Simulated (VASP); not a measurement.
# BN (P6_3mc) in VASP: notebook

Runs on BN. Level: LDA. Tasks: single point.

Everything below comes from runs of VASP 6.6.1. Logs are shortened: lines on timing, memory, paths and dates and some standing lists are left out, and cuts for length are marked.

## (1) The cell of the first run

The structure is hexagonal, space group P6_3mc (No. 186). The conventional cell has a = 2.473 Å, b = 2.473 Å, c = 4.342 Å, α = 90.00°, β = 90.00°, γ = 120.00°. Within 2.0 Å of B (site symmetry 3m) lie 4 N at 1.53 to 1.63 Å. Within 2.0 Å of N (site symmetry 3m) lie 4 B at 1.53 to 1.63 Å.

## (2) Single point, LDA

INCAR

```
ALGO = Normal
EDIFF = 1E-6
ENCUT = 600
GGA_COMPAT = F
ISIF = 2
ISMEAR = 0
LASPH = T
LCHARG = T
LELF = T
LREAL = F
LVHAR = T
LWAVE = F
NBANDS = 16
NELM = 120
PREC = Accurate
SIGMA = 0.05
```

KPOINTS

```
k-points
0
Gamma
  12 12 6
```

POSCAR

```
BN
1.0
    2.4728608793      0.0000000000      0.0000000000
   -1.2364304397      2.1415603415      0.0000000000
    0.0000000000      0.0000000000      4.3422236379
B N
2 2
Direct
    0.6666666667      0.3333333333      0.9999145145
    0.3333333333      0.6666666667      0.4999145145
    0.6666666667      0.3333333333      0.6250854855
    0.3333333333      0.6666666667      0.1250854855
```

Potentials or basis: VASP PAW LDA potentials, release 64 (B, N).

Launch:

```bash
cat potpaw_LDA.64/B/POTCAR potpaw_LDA.64/N/POTCAR > POTCAR
mpirun -np 1 vasp_std > vasp.out
```

OUTCAR:

```text
EDIFF = 1E-6
   ENCUT = 600
   ISIF = 2
   ISMEAR = 0
   LASPH = T
   LREAL = F
   NELM = 120
   PREC = Accurate

 ion  position               nearest neighbor table
   1  0.667  0.333  1.000-   4 1.53   4 1.53   4 1.53   3 1.63
   2  0.333  0.667  0.500-   3 1.53   3 1.53   3 1.53   4 1.63
   3  0.667  0.333  0.625-   2 1.53   2 1.53   2 1.53   1 1.63
   4  0.333  0.667  0.125-   1 1.53   1 1.53   1 1.53   2 1.63

  LATTYP: Found a hexagonal cell.
 ALAT       =     2.4728608793
 C/A-ratio  =     1.7559514465

  Lattice vectors:

 A1 = (   2.4728608793,   0.0000000000,   0.0000000000)
 A2 = (  -1.2364304397,   2.1415603415,   0.0000000000)
 A3 = (   0.0000000000,   0.0000000000,   4.3422236379)

Analysis of symmetry for initial positions (statically):
=====================================================================
 Subroutine PRICEL returns:
 Original cell was already a primitive cell.

 Routine SETGRP: Setting up the symmetry group for a
 hexagonal supercell.

 Subroutine GETGRP returns: Found 12 space group operations
 (whereof  6 operations were pure point group operations)
 out of a pool of 24 trial point group operations.

The static configuration has the point symmetry C_3v.
 The point group associated with its full space group is C_6v.

Analysis of symmetry for dynamics (positions and initial velocities):
=====================================================================
 Subroutine PRICEL returns:
 Original cell was already a primitive cell.

 Routine SETGRP: Setting up the symmetry group for a
 hexagonal supercell.

 Subroutine GETGRP returns: Found 12 space group operations
 (whereof  6 operations were pure point group operations)
 out of a pool of 24 trial point group operations.

The dynamic configuration has the point symmetry C_3v.
 The point group associated with its full space group is C_6v.

 Subroutine INISYM returns: Found 12 space group operations
 (whereof  6 operations are pure point group operations),
 and found     1 'primitive' translations

----------------------------------------------------------------------------------------

                                     Primitive cell

  volume of cell :      22.9955

  direct lattice vectors                    reciprocal lattice vectors
     2.472860879  0.000000000  0.000000000     0.404389915  0.233474626  0.000000000
    -1.236430440  2.141560341  0.000000000     0.000000000  0.466949252  0.000000000
[... 92 lines left out ...]
   NSW    =      0    number of steps for IOM
   IBRION =     -1    ionic relax: 0-MD 1-quasi-New 2-CG
   NFREE  =      0    steps in history (QN), initial steepest desc. (CG)
   ISIF   =      2    stress and relaxation
   ISYM   =      2    0-nonsym 1-usesym 2-fastsym
   POTIM  = 0.5000    time-step for ionic-motion
   TEBEG  =    0.0;   TEEND  =   0.0 temperature during run
   PSTRESS=    0.0 pullay stress
   NELECT =      16.0000    total number of electrons
   NUPDOWN=      -1.0000    fix difference up-down
   EMIN   =  10.00;   EMAX   =-10.00  energy-range for DOS
   EFERMI =   0.00;   METHOD = LEGACY
   ISMEAR =     0;   SIGMA  =   0.05  broadening in eV -4-tet -1-fermi 0-gaus
   EFERMI_NEDOS =   21; number of points for ismear=-14 and -15
   IALGO  =     38    algorithm
   IMIX   =      4    mixing-type and parameters
     AMIX     =   0.40;   BMIX     =  1.00
     AMIX_MAG =   1.60;   BMIX_MAG =  1.00
  volume/ion in A,a.u.               =       5.75        38.80
  Fermi-wavevector in a.u.,A,eV,Ry     =   1.450666  2.741361 28.632533  2.104432
  Thomas-Fermi vector in A             =   2.568252
   LORBIT       =      0    0 simple, 1 ext, 2 COOP (PROOUT), +10 PAW based schemes
   GGA     = CA    functional components
   LHFCALC =     F    Hartree Fock is set to
   AEXX    =    0.0000 exact exchange contribution
   IVDW    =     0    specifies the selected vdW correction
   LEPSILON=     F    determine dielectric tensor
   LRPA    =     F    only Hartree local field effects (RPA)
 non-spin polarized calculation
 Gauss-broadening in eV      SIGMA  =   0.05
  energy-cutoff  :      600.00
  volume of cell :       23.00
 maximum number of plane-waves:       787
 NGX is ok and might be reduce to    20

 number of electron      16.0000000 magnetization

 Free energy of the ion-electron system (eV)
  ---------------------------------------------------
  ext. energy  EPLUGINS =         0.00000000
  ---------------------------------------------------
  free energy    TOTEN  =       -38.58999070 eV

  energy without entropy =      -38.58999070  energy(sigma->0) =      -38.58999070

 E-fermi :   8.1644     XC(G=0): -13.2280

 val. band max:        7.9686410220   @ k =   0.0000   0.0000   0.0000
 cond. band min:      12.6739588148   @ k =   0.3333   0.3333   0.0000
 fundamental gap:      4.7053177928
 Fermi energy:         8.1644332611

 k-point     1 :       0.0000    0.0000    0.0000
  band No.  band energies     occupation
      1     -12.6823      2.00000
      2      -8.8751      2.00000
      3      -3.4315      2.00000
      4       6.2057      2.00000
      5       6.2057      2.00000
      6       7.3756      2.00000
[... 433 lines left out ...]
      3      -0.9552      2.00000
      4       0.2632      2.00000
      5       1.6878      2.00000
      6       3.8347      2.00000
[... 8 lines left out ...]
     15      24.1885      0.00000
     16      24.3516      0.00000

 [... further k-points ...]

------------------------ aborting loop because EDIFF is reached ----------------------------------------

  FORCE on cell =-STRESS in cart. coord.  units (eV):
  Direction    XX          YY          ZZ          XY          YZ          ZX
  --------------------------------------------------------------------------------------
  -------------------------------------------------------------------------------------
  Total        3.2315392      3.2315392     -5.2392569     -0.0000000      0.0000000      0.0000000
  in kB      225.1530411    225.1530411   -365.0380128     -0.0000000      0.0000000      0.0000000
  external PRESSURE =      28.4226898 kB  Pullay stress =       0.0000000 kB

 VOLUME and BASIS-vectors are now :
 -----------------------------------------------------------------------------
  energy-cutoff  :      600.00
  volume of cell :       23.00
      direct lattice vectors                 reciprocal lattice vectors
     2.472860879  0.000000000  0.000000000     0.404389915  0.233474626  0.000000000
    -1.236430440  2.141560341  0.000000000     0.000000000  0.466949252  0.000000000
     0.000000000  0.000000000  4.342223638     0.000000000  0.000000000  0.230296752

 POSITION                                       TOTAL-FORCE (eV/Angst)
 -----------------------------------------------------------------------------------
      1.23643      0.71385      4.34185        -0.000000      0.000000     -0.013101
     -0.00000      1.42771      2.17074         0.000000     -0.000000     -0.013101
      1.23643      0.71385      2.71426         0.000000      0.000000      0.013101
     -0.00000      1.42771      0.54315        -0.000000      0.000000      0.013101
 -----------------------------------------------------------------------------------
    total drift:                                0.000000      0.000000      0.001179

  FREE ENERGIE OF THE ION-ELECTRON SYSTEM (eV)
  ---------------------------------------------------
  free  energy   TOTEN  =       -38.5899906977 eV

  energy  without entropy=      -38.5899906977  energy(sigma->0) =      -38.58999070
```

OSZICAR:

```text
N       E                     dE             d eps       ncg     rms          rms(c)
DAV:   1     0.398357584683E+02    0.39836E+02   -0.91472E+03  2432   0.109E+03
DAV:   2    -0.386712137338E+02   -0.78507E+02   -0.73406E+02  3456   0.234E+02
DAV:   3    -0.410110223783E+02   -0.23398E+01   -0.23341E+01  2840   0.363E+01
DAV:   4    -0.410158984125E+02   -0.48760E-02   -0.48756E-02  2896   0.202E+00
DAV:   5    -0.410159114636E+02   -0.13051E-04   -0.13051E-04  2752   0.935E-02    0.948E+00
DAV:   6    -0.388914081244E+02    0.21245E+01   -0.25733E+00  2840   0.143E+01    0.434E+00
DAV:   7    -0.386573345699E+02    0.23407E+00   -0.29353E-01  3136   0.434E+00    0.260E+00
DAV:   8    -0.385915734847E+02    0.65761E-01   -0.86229E-02  3048   0.219E+00    0.264E-01
DAV:   9    -0.385900514731E+02    0.15220E-02   -0.32238E-03  2672   0.562E-01    0.156E-01
DAV:  10    -0.385899922256E+02    0.59248E-04   -0.22209E-04  3216   0.131E-01    0.219E-02
DAV:  11    -0.385899911619E+02    0.10637E-05   -0.22112E-05  2720   0.412E-02    0.153E-02
DAV:  12    -0.385899906977E+02    0.46426E-06   -0.19937E-06  2416   0.142E-02
   1 F= -.38589991E+02 E0= -.38589991E+02  d E =-.143049E-10
```

stdout:

```text
POSCAR found type information on POSCAR B N
 POSCAR found :  2 types and       4 ions
 scaLAPACK will be used
 LDA part: xc-table for (Slater(with rela. corr.)+CA(PZ))
 , standard interpolation
 POSCAR, INCAR and KPOINTS ok, starting setup
 FFT: planning ... GRIDC
 FFT: planning ... GRID_SOFT
 FFT: planning ... GRID
 WAVECAR not read
 entering main loop
```

Run time: 40 s. Hardware: 1 thread of Intel Xeon 8259CL, shared host; peak memory 0.14 GiB.

Results:

- Free energy: -38.5900 eV
- Pressure: 2.8 GPa
- Largest force: 0.013 eV/Å
- Band gap on the k mesh: 4.71 eV (least direct gap 6.66 eV)

Forces on the atoms (eV/Å):
```
B    0.000  0.000 -0.013
B    0.000  0.000 -0.013
N    0.000  0.000  0.013
N    0.000  0.000  0.013
```

Caveat: the cell differs from its parent crystal (strain +e along x and -e along y +0.0000, strain +e along z and -e/2 along x and y +0.0400).

## (3) Single point, LDA

This run uses another cell than the first one, of the same volume but with other edges.

INCAR

```
SYSTEM = BN
ALGO = Normal ; EDIFF = 1E-6
ENCUT = 600 ; GGA = CA
GGA_COMPAT = .FALSE. ; ISIF = 2
ISMEAR = 0 ; LASPH = .TRUE.
LCHARG = .TRUE. ; LELF = .TRUE.
LREAL = .FALSE. ; LVHAR = .TRUE.
LWAVE = .FALSE. ; NBANDS = 16
NELM = 120 ; PREC = Accurate
SIGMA = 0.05
```

KPOINTS

```
k-points
0
G
  12 12 6
  0 0 0
```

POSCAR

```
BN
1.0
    2.5401075553      0.0000000000      0.0000000000
   -1.2700537777      2.1997976712      0.0000000000
    0.0000000000      0.0000000000      4.1196846764
B N
2 2
Direct
    0.6666666667      0.3333333333      0.9999847634
    0.3333333333      0.6666666667      0.4999847634
    0.6666666667      0.3333333333      0.6250152366
    0.3333333333      0.6666666667      0.1250152366
```

Potentials or basis: VASP PAW LDA potentials, release 64 (B, N).

Launch:

```bash
cat potpaw_LDA.64/B/POTCAR potpaw_LDA.64/N/POTCAR > POTCAR
mpirun -np 1 vasp_std > vasp.out
```

Wall time 38 s (1 thread of Intel Xeon 8259CL, shared host); peak memory 0.14 GiB.

The run converged. Its results:

```yaml
Free_energy: -38.7407 eV
Pressure: 1.0 GPa
Band_gap_on_the_k_mesh: 5.01 eV (least direct gap 8.16 eV)
```

Stress tensor (GPa, compression positive):
```
-5.87  0.00  0.00
 0.00 -5.87  0.00
 0.00  0.00 14.81
```

Levels at points of the mesh, in eV from the valence-band top:
| k point | band 6 | band 7 | band 8 | band 9 | band 10 | band 11 |
| --- | --- | --- | --- | --- | --- | --- |
| (0.00, 0.00, 0.00) | -0.20 | 0.00 | 0.00 | 8.17 | 8.17 | 9.24 |
| (0.50, 0.00, 0.00) | -5.25 | -4.61 | -2.10 | 6.52 | 8.05 | 10.51 |
| (0.00, 0.00, 0.50) | -1.30 | -1.30 | -1.30 | 9.45 | 9.45 | 9.82 |
| (0.50, 0.00, 0.50) | -3.93 | -3.54 | -3.54 | 6.64 | 6.64 | 10.27 |

Caveat: the cell differs from its parent crystal (strain +e along x and -e along y +0.0000, strain +e along z and -e/2 along x and y -0.0133).
